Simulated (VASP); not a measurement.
A run of VASP 6.6.1 is set up as follows.

Contents of INCAR:

```
SYSTEM = InSe
ALGO = Normal
EDIFF = 1E-6
ENCUT = 500
GGA = PS
GGA_COMPAT = .False.
ISIF = 2
ISMEAR = 0
LASPH = .True.
LCHARG = .True.
LELF = .True.
LREAL = .False.
LVHAR = .True.
LWAVE = .False.
NBANDS = 27
NELM = 120
PREC = Accurate
SIGMA = 0.01
```

KPOINTS

```
k-points
0
Gamma
  4 4 4
  0 0 0
```

Contents of POSCAR:

```
InSe
1.0
    5.8263928781     -2.0546489550      0.0000000000
    5.8263928781      2.0546489550      0.0000000000
   -1.7232330140      0.0000000000      4.7713478577
In Se
2 2
Direct
    0.8882032500      0.8882032500      0.0468413600
    0.1117967500      0.1117967500      0.9531586400
    0.6609275900      0.6609275900      0.6689556200
    0.3390724100      0.3390724100      0.3310443800
```

Potentials or basis: VASP PAW PBE potentials, release 64 (In_d, Se).

Run with:

```bash
$ cat potpaw_PBE.64/In_d/POTCAR potpaw_PBE.64/Se/POTCAR > POTCAR
$ mpirun -np 1 vasp_std > vasp.out
```

(1) What does it give for the pressure?

(2) What does it give for the band gap on the k mesh?

(3) Estimate the largest force.

Answers

(1) -1.1 GPa.

(2) 1.11 eV (least direct gap 1.44 eV).

(3) 0.092 eV/Å.

Caveat: the PAW data sets were made with another functional, which shifts forces and pressure a little; spin-orbit coupling is left out, which moves the levels of the heavy elements.
